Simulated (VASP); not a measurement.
Set up this calculation in VASP 6.6.1, as the native input.

| Property | Result |
| --- | --- |
| Task | single point |
| Functional | PBE |
| Potentials or basis | VASP PAW PBE potentials, release 64 (Mg, O) |
| Cutoff | 520 eV |
| k mesh | 11 × 11 × 11 |
| Occupations | fermi-dirac, width 0.05 eV |
| Spin | no spin polarisation |
| Dipole correction | no |
| Further INCAR settings | ALGO = Normal; EDIFF = 1e-06; NBANDS = 11 |

The structure of MgO lies in POSCAR:

```
MgO
1.0
    0.0000000000      2.1245966808      2.1245966808
    2.1245966808      0.0000000000      2.1245966808
    2.1245966808      2.1245966808      0.0000000000
Mg O
1 1
Direct
    0.0000000000      0.0000000000      0.0000000000
    0.5000000000      0.5000000000      0.5000000000
```

One way to write it, as run:

INCAR

```
SYSTEM = MgO
  PREC = Accurate
  ENCUT = 520
  EDIFF = 1E-6
  ISMEAR = -1
  SIGMA = 0.05
  LREAL = .False.
  LASPH = .True.
  NELM = 100
  ALGO = Normal
  ISIF = 2
  LWAVE = .False.
  LCHARG = .False.
  GGA = PE
  NBANDS = 11
```

KPOINTS

```
regular mesh
0
Gamma
  11 11 11
  0 0 0
```

Potentials or basis: VASP PAW PBE potentials, release 64 (Mg, O).

Command:

```sh
$ cat potpaw_PBE.64/Mg/POTCAR potpaw_PBE.64/O/POTCAR > POTCAR
$ mpirun -np 1 vasp_std > vasp.out
```

Results of the run:

```
Pressure               : -0.3 GPa
Band gap on the k mesh : 4.47 eV, direct
```

It took 14 s on 1 thread of AMD EPYC 7R43 64-Core Processor (Zen 3), on a shared host, peak memory 0.11 GiB.
